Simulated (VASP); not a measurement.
The system is P.

```
P
1.0
     1.68006   -5.57222    0.00000
     1.68006    5.57222    0.00000
     0.00000    0.00000    4.63275
P
4
Direct
  0.90414 0.09586 0.58882
  0.09586 0.90414 0.41118
  0.59586 0.40414 0.08882
  0.40414 0.59586 0.91118
```

Base run:

| Item | Value |
| --- | --- |
| Program | VASP 6.6.1 |
| Functional | r2SCAN |
| Potentials or basis | VASP PAW PBE potentials, release 64 (P) |
| Cutoff | 520 eV |
| k mesh | 8 × 8 × 6 |
| Occupations | fermi-dirac, width 0.05 eV |
| Spin | no spin polarisation |

Its results: band gap on the k mesh 0.37 eV; pressure -4.0 GPa; largest force 0.453 eV/Å.

Problem. The run is repeated on the same cell with these changes: functional from r2SCAN to pbe exchange, lda correlation; cutoff from 520 eV to 500 eV; occupations from fermi-dirac, width 0.05 eV to fermi-dirac, width 0.15 eV. What comes out?

Solution. Band gap on the k mesh 0.43 eV; pressure 3.1 GPa; largest force 0.067 eV/Å.

Caveats: the PAW data sets were made with another functional, which shifts forces and pressure a little; the cell stands under tension (at least some runs); the cell stands under pressure (at least some runs).

A k mesh can miss the band edges.
